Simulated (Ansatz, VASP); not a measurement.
SrVO3: VASP beside Ansatz

```
CELL_PARAMETERS angstrom
3.86581 0.00000 0.00000
0.00000 3.86581 0.00000
0.00000 0.00000 3.86581
ATOMIC_POSITIONS crystal
Sr 0.50000 0.50000 0.50000
V 0.00000 0.00000 0.00000
O 0.50000 0.00000 0.00000
O 0.00000 0.50000 0.00000
O 0.00000 0.00000 0.50000
```

Alike in both runs: task single point; functional r2SCAN; k mesh 8 × 8 × 8; occupations gaussian, width 0.05 eV; collinear spin.

```csv
,VASP,Ansatz
version,VASP 6.6.1,Ansatz 0.2.0
potentials or method,"VASP PAW PBE potentials, release 64 (Sr_sv, V_sv, O), cutoff 520 eV","scalar-relativistic, plane waves, PAW"
valence electrons in the cell,41,41
```

|  | VASP | Ansatz | Ansatz less VASP |
| --- | --- | --- | --- |
| gap on the k mesh at the Fermi level (eV) | none | none | - |
| pressure (GPa) | -4.7 | -3.7 | +0.98 |
| net moment per atom (μB) | 0.03 | 0.20 | +0.169 |
| size of the moment on the site where the two differ most (μB) | 0.16 | 0.83 | +0.676 |

The net moments are unlike, so the other rows may belong to different states. VASP's potentials were made for PBE, not for r2SCAN. Site moments also hang on the region over which each program counts them. A gap of «none» marks a metal or a gap that the smearing closes. Ansatz's warnings: stability check not made.
